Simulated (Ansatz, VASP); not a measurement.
One calculation of SiO, two programs

```xyz
2
Lattice="2.8070 0.0000 0.0000 0.0000 2.8070 0.0000 0.0000 0.0000 2.8070" Properties=species:S:1:pos:R:3 pbc="T T T"
Si    0.0000    0.0000    0.0000
O     1.4035    1.4035    1.4035
```

Alike in both runs: task single point; functional r2SCANh; k mesh 5 × 5 × 5; occupations fermi-dirac, width 0.05 eV; no spin polarisation.

|  | VASP | Ansatz |
| --- | --- | --- |
| version | VASP 6.6.1 | Ansatz 0.2.0 |
| potentials or method | VASP PAW PBE potentials, release 64 (Si, O) | Ansatz PAW |
| plane-wave cutoff (eV) | 520 | 500 |
| valence electrons in the cell | 10 | 10 |

Ansatz gave:

```
gap on the k mesh at the Fermi level (eV) : 0.91
least direct gap on the mesh (eV)         : 2.38
pressure (GPa)                            : 0.7
```

Q: Which values does VASP return?

A: gap on the k mesh at the Fermi level (eV): 0.92; least direct gap on the mesh (eV): 2.40; pressure (GPa): 0.6.

VASP's potentials were made for PBE, not for r2SCANh.

The k mesh is coarse, so the values compare programs but aren't converged. Noted on Ansatz's run: odd divisions of the mesh miss points on the zone boundary, where band edges often lie, so the gap on the mesh can be too wide.
